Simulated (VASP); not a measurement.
A run of VASP 6.6.1 is set up as follows.

Contents of POSCAR:

```
TiB
1.0
    0.0000000000      1.9503956279      1.9503956279
    1.9503956279      0.0000000000      1.9503956279
    1.9503956279      1.9503956279      0.0000000000
Ti B
1 1
Direct
    0.2500000000      0.2500000000      0.2500000000
    0.0000000000      0.0000000000      0.0000000000
```

INCAR.step1

```
SYSTEM = TiB
PREC     = Accurate       ! precision mode
ENCUT    = 520            ! plane-wave cutoff, eV
ISMEAR   = -1             ! smearing method
SIGMA    = 0.05           ! smearing width, eV
LREAL    = .FALSE.        ! projectors in reciprocal space
LASPH    = .TRUE.         ! aspherical terms in the spheres
NELM     = 100            ! most SCF steps
NBANDS   = 14             ! bands
GGA      = PE             ! functional
ALGO     = Normal         ! electronic algorithm
EDIFF    = 1E-4           ! SCF threshold, eV
LWAVE    = .TRUE.         ! write WAVECAR
LCHARG   = .FALSE.        ! write CHGCAR
```

INCAR.step2

```
SYSTEM = TiB
PREC     = Accurate       ! precision mode
ENCUT    = 520            ! plane-wave cutoff, eV
EDIFF    = 1E-8           ! SCF threshold, eV
ISMEAR   = -1             ! smearing method
SIGMA    = 0.05           ! smearing width, eV
LREAL    = .FALSE.        ! projectors in reciprocal space
LASPH    = .TRUE.         ! aspherical terms in the spheres
NELM     = 100            ! most SCF steps
ALGO     = Normal         ! electronic algorithm
ISIF     = 2              ! what is computed and relaxed
LWAVE    = .FALSE.        ! write WAVECAR
LCHARG   = .FALSE.        ! write CHGCAR
METAGGA  = R2SCAN         ! meta-GGA
LMIXTAU  = .TRUE.       
LEFG     = .TRUE.       
NBANDS   = 14             ! bands
ISTART   = 1
```

KPOINTS

```
regular mesh
0
G
  15 15 15
  0 0 0
```

Potentials or basis: VASP PAW PBE potentials, release 64 (Ti_sv, B).

The run is started by

```console
$ cat potpaw_PBE.64/Ti_sv/POTCAR potpaw_PBE.64/B/POTCAR > POTCAR
$ cp INCAR.step1 INCAR
$ mpirun -np 1 vasp_std > vasp.out
$ cp INCAR.step2 INCAR
$ mpirun -np 1 vasp_std > vasp.out
```

Q: What does it give for the pressure?

A: 252.8 GPa.

Caveat: without QUAD_EFG the Cq values of the log hold for a quadrupole moment of 1 mb, not for the nuclei; the PAW data sets were made with another functional, which shifts forces and pressure a little.
